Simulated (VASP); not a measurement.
# Si (Fd-3m) in VASP: further runs

Aim: see how the results for Si move with the level of theory and the settings. Levels: PBE, RPBE, PBE+D3(BJ). Tasks: single point.

Everything below comes from runs of VASP 6.6.1. Logs are shortened: lines on timing, memory, paths and dates and some standing lists are left out, and cuts for length are marked.

## 1. The cell of the first run

It takes space group Fd-3m (No. 227, cubic). Conventional cell: a = 5.444 Å, b = 5.444 Å, c = 5.444 Å, α = 90.00°, β = 90.00°, γ = 90.00°. Within 3.1 Å of Si (site symmetry -43m) lie 4 Si at 2.36 Å.

## 2. Single point, PBE

INCAR

```
SYSTEM = Si
ALGO     = Normal         ! electronic algorithm
EDIFF    = 1E-6           ! SCF threshold, eV
ENCUT    = 520            ! plane-wave cutoff, eV
GGA      = PE             ! functional
ISIF     = 2              ! what is computed and relaxed
ISMEAR   = 0              ! smearing method
LASPH    = .True.         ! aspherical terms in the spheres
LCHARG   = .False.        ! write CHGCAR
LREAL    = .False.        ! projectors in reciprocal space
LWAVE    = .False.        ! write WAVECAR
NBANDS   = 11             ! bands
NELM     = 80             ! most SCF steps
PREC     = Accurate       ! precision mode
SIGMA    = 0.025          ! smearing width, eV
```

KPOINTS

```
k-points
0
Gamma
  8 8 8
  0 0 0
```

POSCAR

```
Si
1.0
    0.0000000000      2.7218511865      2.7218511865
    2.7218511865      0.0000000000      2.7218511865
    2.7218511865      2.7218511865      0.0000000000
Si
2
Direct
    0.5000000000      0.5000000000      0.5000000000
    0.7500000000      0.7500000000      0.7500000000
```

Potentials or basis: VASP PAW PBE potentials, release 64 (Si).

Run with:

```console
$ cat potpaw_PBE.64/Si/POTCAR > POTCAR
$ mpirun -np 1 vasp_std > vasp.out
```

OUTCAR:

```text
SYSTEM = Si
   EDIFF = 1E-6
   ENCUT = 520
   GGA = PE
   ISIF = 2
   ISMEAR = 0
   LASPH = .True.
   LREAL = .False.
   NELM = 80
   PREC = Accurate

 ion  position               nearest neighbor table
   1  0.500  0.500  0.500-   2 2.36   2 2.36   2 2.36   2 2.36
   2  0.750  0.750  0.750-   1 2.36   1 2.36   1 2.36   1 2.36

  LATTYP: Found a face centered cubic cell.
 ALAT       =     5.4437023730

  Lattice vectors:

 A1 = (   0.0000000000,   2.7218511865,   2.7218511865)
 A2 = (   2.7218511865,   0.0000000000,   2.7218511865)
 A3 = (   2.7218511865,   2.7218511865,   0.0000000000)

Analysis of symmetry for initial positions (statically):
=====================================================================
 Subroutine PRICEL returns:
 Original cell was already a primitive cell.

 Routine SETGRP: Setting up the symmetry group for a
 face centered cubic supercell.

 Subroutine GETGRP returns: Found 48 space group operations
 (whereof 24 operations were pure point group operations)
 out of a pool of 48 trial point group operations.

The static configuration has the point symmetry T_d .
 The point group associated with its full space group is O_h .

Analysis of symmetry for dynamics (positions and initial velocities):
=====================================================================
 Subroutine PRICEL returns:
 Original cell was already a primitive cell.

 Routine SETGRP: Setting up the symmetry group for a
 face centered cubic supercell.

 Subroutine GETGRP returns: Found 48 space group operations
 (whereof 24 operations were pure point group operations)
 out of a pool of 48 trial point group operations.

The dynamic configuration has the point symmetry T_d .
 The point group associated with its full space group is O_h .

 Subroutine INISYM returns: Found 48 space group operations
 (whereof 24 operations are pure point group operations),
 and found     1 'primitive' translations

----------------------------------------------------------------------------------------

                                     Primitive cell

  volume of cell :      40.3295

  direct lattice vectors                    reciprocal lattice vectors
     0.000000000  2.721851186  2.721851186    -0.183698507  0.183698507  0.183698507
     2.721851186  0.000000000  2.721851186     0.183698507 -0.183698507  0.183698507
     2.721851186  2.721851186  0.000000000     0.183698507  0.183698507 -0.183698507

  length of vectors
     3.849278863  3.849278863  3.849278863     0.318175148  0.318175148  0.318175148

  position of ions in fractional coordinates (direct lattice)
     0.500000000  0.500000000  0.500000000
     0.750000000  0.750000000  0.750000000

  ion indices of the primitive-cell ions
   primitive index   ion index
                 1           1
                 2           2

----------------------------------------------------------------------------------------

 KPOINTS: k-points

Automatic generation of k-mesh.
 Grid dimensions read from file:
 generate k-points for:    8    8    8

 Generating k-lattice:

  Cartesian coordinates                     Fractional coordinates (reciprocal lattice)
    -0.022962313  0.022962313  0.022962313     0.125000000  0.000000000  0.000000000
     0.022962313 -0.022962313  0.022962313     0.000000000  0.125000000  0.000000000
     0.022962313  0.022962313 -0.022962313     0.000000000  0.000000000  0.125000000

  Length of vectors
     0.039771893  0.039771893  0.039771893

  Shift w.r.t. Gamma in fractional coordinates (k-lattice)
     0.000000000  0.000000000  0.000000000

 Subroutine IBZKPT returns following result:
 ===========================================

 Found     29 irreducible k-points:

 Following reciprocal coordinates:
            Coordinates               Weight
  0.000000  0.000000  0.000000      1.000000
  0.125000  0.000000  0.000000      8.000000
  0.250000  0.000000  0.000000      8.000000
  0.375000  0.000000  0.000000      8.000000
  0.500000  0.000000  0.000000      4.000000
  0.125000  0.125000  0.000000      6.000000
[... 16 lines left out ...]
  0.500000  0.250000  0.125000     48.000000
 -0.375000  0.250000  0.125000     24.000000
 [... further k-points ...]
   k-points           NKPTS =     29   k-points in BZ     NKDIM =     29   number of bands    NBANDS=     11
   number of dos      NEDOS =    301   number of ions     NIONS =      2
   total plane-waves  NPLWV =  27000
   dimension x,y,z NGX =    30 NGY =   30 NGZ =   30
   dimension x,y,z NGXF=    60 NGYF=   60 NGZF=   60
   ions per type =               2
   NGX,Y,Z   is equivalent  to a cutoff of  12.96, 12.96, 12.96 a.u.
   NGXF,Y,Z  is equivalent  to a cutoff of  25.91, 25.91, 25.91 a.u.
 SYSTEM =  Si
   PREC   = accura    normal or accurate (medium, high low for compatibility)
   ISTART =      0    job   : 0-new  1-cont  2-samecut
   ICHARG =      2    charge: 1-file 2-atom 10-const
   ISPIN  =      1    spin polarized calculation?
   LNONCOLLINEAR =      F non collinear calculations
   LSORBIT =      F    spin-orbit coupling
   LASPH  =      T    aspherical Exc in radial PAW
   ENCUT  =  520.0 eV  38.22 Ry    6.18 a.u.   7.16  7.16  7.16*2*pi/ulx,y,z
   NELM   =     80;   NELMIN=  2; NELMDL= -5     # of ELM steps
   EDIFF  = 0.1E-05   stopping-criterion for ELM
   LREAL  =      F    real-space projection
   EDIFFG = 0.1E-04   stopping-criterion for IOM
   NSW    =      0    number of steps for IOM
   IBRION =     -1    ionic relax: 0-MD 1-quasi-New 2-CG
   NFREE  =      0    steps in history (QN), initial steepest desc. (CG)
   ISIF   =      2    stress and relaxation
   ISYM   =      2    0-nonsym 1-usesym 2-fastsym
   POTIM  = 0.5000    time-step for ionic-motion
   TEBEG  =    0.0;   TEEND  =   0.0 temperature during run
   PSTRESS=    0.0 pullay stress
   NELECT =       8.0000    total number of electrons
   NUPDOWN=      -1.0000    fix difference up-down
   EMIN   =  10.00;   EMAX   =-10.00  energy-range for DOS
   EFERMI =   0.00;   METHOD = LEGACY
   ISMEAR =     0;   SIGMA  =   0.03  broadening in eV -4-tet -1-fermi 0-gaus
   EFERMI_NEDOS =   21; number of points for ismear=-14 and -15
   IALGO  =     38    algorithm
   IMIX   =      4    mixing-type and parameters
     AMIX     =   0.40;   BMIX     =  1.00
     AMIX_MAG =   1.60;   BMIX_MAG =  1.00
  volume/ion in A,a.u.               =      20.16       136.08
  Fermi-wavevector in a.u.,A,eV,Ry     =   0.954766  1.804247 12.402783  0.911579
  Thomas-Fermi vector in A             =   2.083543
   LORBIT       =      0    0 simple, 1 ext, 2 COOP (PROOUT), +10 PAW based schemes
   GGA     = PE    functional components
   LHFCALC =     F    Hartree Fock is set to
   AEXX    =    0.0000 exact exchange contribution
   IVDW    =     0    specifies the selected vdW correction
   LEPSILON=     F    determine dielectric tensor
   LRPA    =     F    only Hartree local field effects (RPA)
 non-spin polarized calculation
 Gauss-broadening in eV      SIGMA  =   0.03
  energy-cutoff  :      520.00
  volume of cell :       40.33
 maximum number of plane-waves:      1106
 NGX is ok and might be reduce to    30
   NGX = 15   NGY = 15   NGZ = 15

 number of electron       8.0000001 magnetization

 Free energy of the ion-electron system (eV)
  ---------------------------------------------------
  ext. energy  EPLUGINS =         0.00000000
  ---------------------------------------------------
  free energy    TOTEN  =       -10.84388587 eV

  energy without entropy =      -10.84388587  energy(sigma->0) =      -10.84388587

 E-fermi :   5.8786     XC(G=0):  -9.3803

 val. band max:        5.7548031655   @ k =   0.0000   0.0000   0.0000
 cond. band min:       6.3825813521   @ k =   0.3750   0.3750   0.0000
 fundamental gap:      0.6277781865
 Fermi energy:         5.8786343546

 k-point     1 :       0.0000    0.0000    0.0000
  band No.  band energies     occupation
      1      -6.1536      2.00000
      2       5.7548      2.00000
      3       5.7548      2.00000
      4       5.7548      2.00000
      5       8.3171      0.00000
      6       8.3171      0.00000
      7       8.3171      0.00000
      8       9.0460      0.00000
      9      13.4706      0.00000
     10      13.4706      0.00000
     11      13.6859      0.00000

 k-point     2 :       0.1250    0.0000    0.0000
  band No.  band energies     occupation
      1      -5.9507      2.00000
      2       4.1603      2.00000
      3       5.4684      2.00000
      4       5.4684      2.00000
      5       8.2390      0.00000
      6       8.7382      0.00000
      7       8.7382      0.00000
      8      10.4077      0.00000
      9      12.9921      0.00000
     10      12.9921      0.00000
     11      14.4688      0.00000

 k-point     3 :       0.2500    0.0000    0.0000
  band No.  band energies     occupation
      1      -5.3590      2.00000
      2       1.8439      2.00000
      3       5.0009      2.00000
      4       5.0009      2.00000
      5       7.7618      0.00000
      6       9.2560      0.00000
      7       9.2560      0.00000
      8      12.6192      0.00000
      9      12.9470      0.00000
     10      12.9470      0.00000
     11      14.7278      0.00000

 k-point     4 :       0.3750    0.0000    0.0000
  band No.  band energies     occupation
      1      -4.4718      2.00000
      2      -0.1636      2.00000
      3       4.6756      2.00000
      4       4.6756      2.00000
      5       7.3978      0.00000
      6       9.2068      0.00000
      7       9.2068      0.00000
      8      13.6233      0.00000
      9      14.3218      0.00000
     10      14.3218      0.00000
     11      15.3849      0.00000
[... 239 lines left out ...]
 k-point    22 :       0.3750    0.2500    0.1250
  band No.  band energies     occupation
      1      -4.8326      2.00000
      2       1.4750      2.00000
      3       3.0645      2.00000
      4       4.3379      2.00000
      5       8.2015      0.00000
      6       9.6340      0.00000
      7       9.9509      0.00000
      8      11.2361      0.00000
      9      13.5187      0.00000
     10      15.9584      0.00000
     11      16.8025      0.00000

 k-point    23 :       0.5000    0.2500    0.1250
  band No.  band energies     occupation
      1      -3.9508      2.00000
      2      -0.0657      2.00000
      3       2.4580      2.00000
      4       3.8414      2.00000
      5       8.6286      0.00000
      6       9.3012      0.00000
      7      10.7604      0.00000
      8      11.6711      0.00000
      9      14.7454      0.00000
     10      15.4524      0.00000
     11      17.7220      0.00000

 k-point    24 :      -0.3750    0.2500    0.1250
  band No.  band energies     occupation
      1      -3.3047      2.00000
      2      -1.0019      2.00000
      3       2.3283      2.00000
      4       3.6141      2.00000
      5       8.8085      0.00000
      6       8.8917      0.00000
      7      11.6446      0.00000
      8      12.8539      0.00000
      9      13.1219      0.00000
     10      16.3117      0.00000
     11      17.4050      0.00000

 [... further k-points ...]
[... 5 lines left out ...]
  --------------------------------------------------------------------------------------
  -------------------------------------------------------------------------------------
  Total        0.3185223      0.3185223      0.3185223      0.0000000     -0.0000000      0.0000000
  in kB       12.6539832     12.6539832     12.6539832      0.0000000     -0.0000000      0.0000000
  external PRESSURE =      12.6539832 kB  Pullay stress =       0.0000000 kB

 VOLUME and BASIS-vectors are now :
 -----------------------------------------------------------------------------
  energy-cutoff  :      520.00
  volume of cell :       40.33
      direct lattice vectors                 reciprocal lattice vectors
     0.000000000  2.721851186  2.721851186    -0.183698507  0.183698507  0.183698507
     2.721851186  0.000000000  2.721851186     0.183698507 -0.183698507  0.183698507
     2.721851186  2.721851186  0.000000000     0.183698507  0.183698507 -0.183698507

 POSITION                                       TOTAL-FORCE (eV/Angst)
 -----------------------------------------------------------------------------------
      2.72185      2.72185      2.72185        -0.000000     -0.000000     -0.000000
      4.08278      4.08278      4.08278         0.000000      0.000000      0.000000
 -----------------------------------------------------------------------------------
    total drift:                                0.000000     -0.000000     -0.000000

  FREE ENERGIE OF THE ION-ELECTRON SYSTEM (eV)
  ---------------------------------------------------
  free  energy   TOTEN  =       -10.8438858696 eV

  energy  without entropy=      -10.8438858696  energy(sigma->0) =      -10.84388587
```

It took 9.7 s on 1 thread of AMD EPYC 9R45 (Zen 5), shared host; peak memory 0.12 GiB.

Results:

```yaml
Free_energy: -10.8439 eV
Pressure: 1.3 GPa
Band_gap_on_the_k_mesh: 0.63 eV, indirect (least direct gap 2.56 eV)
```

## 3. Single point, RPBE

This run uses another cell than the first one, of 20.81 Å³/atom, 1.032 times its volume.

INCAR

```
  ALGO = Normal
  EDIFF = 1E-6
  ENCUT = 520
  GGA = RP
  ISIF = 2
  ISMEAR = -1
  LASPH = True
  LCHARG = False
  LREAL = False
  LWAVE = False
  NBANDS = 11
  NELM = 100
  PREC = Accurate
  SIGMA = 0.05
```

KPOINTS

```
k-points
0
Gamma
  8 8 8
```

POSCAR

```
Si
1.0
    0.0000000000      2.7505871145      2.7505871145
    2.7505871145      0.0000000000      2.7505871145
    2.7505871145      2.7505871145      0.0000000000
Si
2
Direct
    0.5000000000      0.5000000000      0.5000000000
    0.7500000000      0.7500000000      0.7500000000
```

Potentials or basis: VASP PAW PBE potentials, release 64 (Si).

Run with:

```console
$ cat potpaw_PBE.64/Si/POTCAR > POTCAR
$ mpirun -np 1 vasp_std > vasp.out
```

OUTCAR:

```text
EDIFF = 1E-6
   ENCUT = 520
   GGA = RP
   ISIF = 2
   ISMEAR = -1
   LASPH = True
   LREAL = False
   NELM = 100
   PREC = Accurate

 ion  position               nearest neighbor table
   1  0.500  0.500  0.500-   2 2.38   2 2.38   2 2.38   2 2.38
   2  0.750  0.750  0.750-   1 2.38   1 2.38   1 2.38   1 2.38

  LATTYP: Found a face centered cubic cell.
 ALAT       =     5.5011742290

  Lattice vectors:

 A1 = (   0.0000000000,   2.7505871145,   2.7505871145)
 A2 = (   2.7505871145,   0.0000000000,   2.7505871145)
 A3 = (   2.7505871145,   2.7505871145,   0.0000000000)

Analysis of symmetry for initial positions (statically):
=====================================================================
 Subroutine PRICEL returns:
 Original cell was already a primitive cell.

 Routine SETGRP: Setting up the symmetry group for a
 face centered cubic supercell.

 Subroutine GETGRP returns: Found 48 space group operations
 (whereof 24 operations were pure point group operations)
 out of a pool of 48 trial point group operations.

The static configuration has the point symmetry T_d .
 The point group associated with its full space group is O_h .

[... 164 lines left out ...]
 cond. band min:       6.2503419353   @ k =   0.3750   0.3750   0.0000
 fundamental gap:      0.7367632061
 Fermi energy:         5.8624598125

 k-point     1 :       0.0000    0.0000    0.0000
  band No.  band energies     occupation
      1      -6.1586      2.00000
      2       5.5136      1.99814
      3       5.5136      1.99814
      4       5.5136      1.99814
      5       8.0674      0.00000
      6       8.0674      0.00000
      7       8.0674      0.00000
      8       8.5666      0.00000
      9      13.1592      0.00000
     10      13.1592      0.00000
     11      13.5405      0.00000
[... 309 lines left out ...]
 k-point    24 :      -0.3750    0.2500    0.1250
  band No.  band energies     occupation
      1      -3.4056      2.00000
      2      -1.1070      2.00000
      3       2.1967      2.00000
      4       3.4483      2.00000
      5       8.5406      0.00000
      6       8.7075      0.00000
      7      11.3218      0.00000
      8      12.5716      0.00000
      9      12.7822      0.00000
     10      15.9789      0.00000
     11      16.9891      0.00000

 [... further k-points ...]
[... 5 lines left out ...]
  --------------------------------------------------------------------------------------
  -------------------------------------------------------------------------------------
  Total       -0.0443954     -0.0443954     -0.0443954     -0.0000000     -0.0000000      0.0000000
  in kB       -1.7089992     -1.7089992     -1.7089992     -0.0000000     -0.0000000      0.0000000
  external PRESSURE =      -1.7089992 kB  Pullay stress =       0.0000000 kB

 VOLUME and BASIS-vectors are now :
 -----------------------------------------------------------------------------
  energy-cutoff  :      520.00
  volume of cell :       41.62
      direct lattice vectors                 reciprocal lattice vectors
     0.000000000  2.750587115  2.750587115    -0.181779373  0.181779373  0.181779373
     2.750587115  0.000000000  2.750587115     0.181779373 -0.181779373  0.181779373
     2.750587115  2.750587115  0.000000000     0.181779373  0.181779373 -0.181779373

 POSITION                                       TOTAL-FORCE (eV/Angst)
 -----------------------------------------------------------------------------------
      2.75059      2.75059      2.75059         0.000000     -0.000000      0.000000
      4.12588      4.12588      4.12588        -0.000000      0.000000     -0.000000
 -----------------------------------------------------------------------------------
    total drift:                                0.000000     -0.000000     -0.000000

  FREE ENERGIE OF THE ION-ELECTRON SYSTEM (eV)
  ---------------------------------------------------
  free  energy   TOTEN  =       -10.3220404545 eV

  energy  without entropy=      -10.3220307454  energy(sigma->0) =      -10.32203560
```

Run time: 11 s. Hardware: 1 thread of AMD EPYC 9R45 (Zen 5), shared host; peak memory 0.12 GiB.

What came out:

* Free energy: -10.3220 eV
* Pressure: -0.2 GPa
* Band gap on the k mesh: 0.74 eV, indirect (least direct gap 2.55 eV)

Levels at points of the mesh, in eV from the valence-band top:
```
           k point  band 1  band 2  band 3  band 4  band 5  band 6  band 7  band 8  band 9
(0.00, 0.00, 0.00)  -11.67    0.00    0.00    0.00    2.55    2.55    2.55    3.05    7.65
(0.50, 0.00, 0.00)   -9.44   -6.76   -1.16   -1.16    1.48    3.36    3.36    7.82   10.41
(0.50, 0.50, 0.00)   -7.67   -7.67   -2.74   -2.74    0.85    0.85    9.83    9.83   10.82
```

Caveat: the PAW data sets were made with another functional, which shifts forces and pressure a little. A k mesh can miss the band edges.

(Part 1 of 2 ends here.)
